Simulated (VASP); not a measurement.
Runs of VASP 6.6.1 on Ni. The structure is that of space group Fm-3m (No. 225), or close to it. The cells are those of the table. 

```tsv
spin	cell	k mesh	cutoff (eV)	smearing	gap on the mesh (eV)	pressure (GPa)	moment (μB)
off	a = 2.485 Å, angles 60.0°, 1 atom	7 × 7 × 7	600	fermi-dirac 0.1 eV	none	(b)	-
off	a = 2.485 Å, angles 60.0°, 1 atom	15 × 15 × 15	520	fermi-dirac 0.6 eV	none	9.7	-
collinear, ferromagnetic start	a = 2.489 Å, angles 60.0°, 1 atom	2 × 2 × 2	520	fermi-dirac 0.05 eV	none	29.2	(a)
off	a = 2.485 Å, angles 60.0°, 1 atom	15 × 15 × 15	520	fermi-dirac 0.3 eV	none	2.9	-
off	a = 2.485 Å, angles 60.0°, 1 atom	9 × 9 × 9	600	fermi-dirac 0.1 eV	none	-0.4	-
collinear, ferromagnetic start	a = 2.489 Å, angles 60.0°, 1 atom	15 × 15 × 15	520	fermi-dirac 1 eV	none	20.7	0.00
off	a = 2.485 Å, angles 60.0°, 1 atom	15 × 15 × 15	520	methfessel-paxton 0.01 eV	none	-0.8	-
off	a = 2.485 Å, angles 60.0°, 1 atom	15 × 15 × 15	520	fermi-dirac 0.1 eV	none	0.0	-
off	a = 2.485 Å, angles 60.0°, 1 atom	15 × 15 × 15	520	methfessel-paxton 0.2 eV	none	-0.6	-
collinear, ferromagnetic start	a = 2.489 Å, angles 60.0°, 1 atom	5 × 5 × 5	520	fermi-dirac 0.05 eV	none	3.8	0.94
off	a = 2.381 Å, angles 60.0°, 1 atom	25 × 25 × 25	520	fermi-dirac 0.1 eV	none	34.6	-
off	a = 2.485 Å, angles 60.0°, 1 atom	22 × 22 × 22	600	fermi-dirac 0.1 eV	none	0.0	-
```

Alike in all rows: task single point; level PBE; potentials or basis VASP PAW PBE potentials, release 64 (Ni).

Q: Fill in the values left out.

A: (a) 1.25; (b) -0.2.

Caveats: some runs use coarse meshes.

A gap of «none» marks levels without a gap at the run's occupations.
